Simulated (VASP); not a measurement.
**Li: single point with BLYP**

The system is Li.

```
Li
1.0
     1.58603    0.91570    7.71948
    -1.58603    0.91570    7.71948
     0.00000   -1.83139    7.71948
Li
3
Direct
  0.00000 0.00000 0.00000
  0.22219 0.22219 0.22219
  0.77781 0.77781 0.77781
```

| Item | Value |
| --- | --- |
| Program | VASP 6.6.1 |
| Task | single point |
| Functional | BLYP |
| Potentials or basis | VASP PAW PBE potentials, release 64 (Li_sv) |
| Cutoff | 520 eV |
| k mesh | 13 × 13 × 13 |
| Occupations | fermi-dirac, width 0.1 eV |
| Spin | no spin polarisation |
| Dipole correction | no |
| Further INCAR settings | ALGO = Normal; EDIFF = 1e-06; NBANDS = 12 |

```json
{
  "Band gap on the k mesh": "zero (an odd number of electrons rules out a gap without spin polarisation)"
}
```

Forces on the atoms (eV/Å):
```
Li   0.000  0.000  0.000
Li   0.000  0.000  0.002
Li   0.000  0.000 -0.002
```

Levels at points of the mesh, in eV from the Fermi level:
```csv
k point,band 1,band 2,band 3,band 4,band 5,band 6,band 7,band 8,band 9,band 10
"(0.00, 0.00, 0.00)",-47.40,-47.39,-47.39,-3.40,-1.51,-1.51,5.32,5.32,11.65,11.65
```

Run time: 13 min on 1 thread of Intel(R) Xeon(R) Platinum 8259CL CPU @ 2.50GHz (Skylake/Cascade Lake) (shared host), peak memory 0.5 GiB.

Caveat: the PAW data sets were made with another functional, which shifts forces and pressure a little.
